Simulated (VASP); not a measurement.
Write the native input for VASP 6.6.1 that does the following.

* Task: single point
* Functional: LDA
* Potentials or basis: VASP PAW LDA potentials, release 64 (Ir)
* Cutoff: 520 eV
* k mesh: 22 × 22 × 22
* Occupations: gaussian, width 0.15 eV
* Spin: no spin polarisation
* Dipole correction: no
* Further INCAR settings: ALGO = Normal; EDIFF = 1e-06; NBANDS = 10

The structure of Ir lies in POSCAR:

```
Ir
1.0
    0.0000000000      2.0398988650      1.6180477797
    2.0398988650      0.0000000000      1.6180477797
    2.0398988650      2.0398988650      0.0000000000
Ir
1
Direct
    0.0000000000      0.0000000000      0.0000000000
```

This cell differs from its parent crystal: volume 13.466 Å^3 an atom, c/a of the conventional cell 0.7932.

One way to write it, as run:

INCAR

```
PREC = Accurate
ENCUT = 520
EDIFF = 1E-6
ISMEAR = 0
SIGMA = 0.15
LREAL = False
LASPH = True
NELM = 100
ALGO = Normal
ISIF = 2
LWAVE = False
LCHARG = False
NBANDS = 10
```

KPOINTS

```
Automatic mesh
0
Gamma
  22 22 22
```

Potentials or basis: VASP PAW LDA potentials, release 64 (Ir).

The run is started by

```console
$ cat potpaw_LDA.64/Ir/POTCAR > POTCAR
$ mpirun -np 1 vasp_std > vasp.out
```

Results of the run:

```json
{"Pressure": "24.5 GPa"}
```

Run time: 2.5 min on 1 thread of AMD EPYC 7R13 (shared host), peak memory 0.2 GiB.
